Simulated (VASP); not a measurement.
## Co: single point with PBE

The system is Co.

```
Co
1.0
     2.50540    0.00000    0.00000
    -1.25270    2.16974    0.00000
     0.00000    0.00000    4.08930
Co
2
Direct
  0.33333 0.66667 0.25000
  0.66667 0.33333 0.75000
```

- Program: VASP 6.6.1
- Task: single point
- Functional: PBE
- Potentials or basis: VASP PAW PBE potentials, release 64 (Co)
- Cutoff: 520 eV
- k mesh: 11 × 11 × 6
- Occupations: fermi-dirac, width 0.1 eV
- Spin: collinear spin, ferromagnetic start
- Starting moments: [0.3, 0.3] μB
- Dipole correction: no
- Further INCAR settings: ALGO = Normal; EDIFF = 1e-06; NBANDS = 20

* Pressure: -5.7 GPa
* Net moment: 3.16 μB per cell
* Site moments: Co +1.61 μB
* Valence electrons inside the program's atomic spheres: Co 8.23

Stress tensor (GPa, compression positive):
```
-5.08  0.00  0.00
 0.00 -5.08  0.00
 0.00  0.00 -6.93
```

Levels at points of the mesh, in eV from the Fermi level:
Spin up:
| k point | band 7 | band 8 | band 9 | band 10 | band 11 | band 12 | band 13 | band 14 | band 15 | band 16 |
| --- | --- | --- | --- | --- | --- | --- | --- | --- | --- | --- |
| (0.00, 0.00, 0.00) | -2.26 | -1.90 | -1.90 | -0.87 | -0.87 | -0.17 | 6.01 | 21.88 | 24.29 | 24.29 |
| (0.00, 0.00, 0.50) | -2.60 | -2.60 | -1.17 | -1.17 | -1.17 | -1.17 | 14.50 | 14.50 | 22.58 | 22.58 |
Spin down:
| k point | band 4 | band 5 | band 6 | band 7 | band 8 | band 9 | band 10 | band 11 |
| --- | --- | --- | --- | --- | --- | --- | --- | --- |
| (0.00, 0.00, 0.00) | -0.94 | -0.94 | -0.60 | -0.60 | -0.25 | -0.14 | -0.14 | 1.00 |
| (0.00, 0.00, 0.50) | -1.54 | -0.99 | -0.99 | -0.99 | -0.99 | 0.67 | 0.67 | 0.67 |

Run time: 63 s on 1 thread of Intel(R) Xeon(R) Platinum 8488C (Sapphire Rapids) (shared host), peak memory 0.16 GiB.

Caveat: the cell stands under tension.
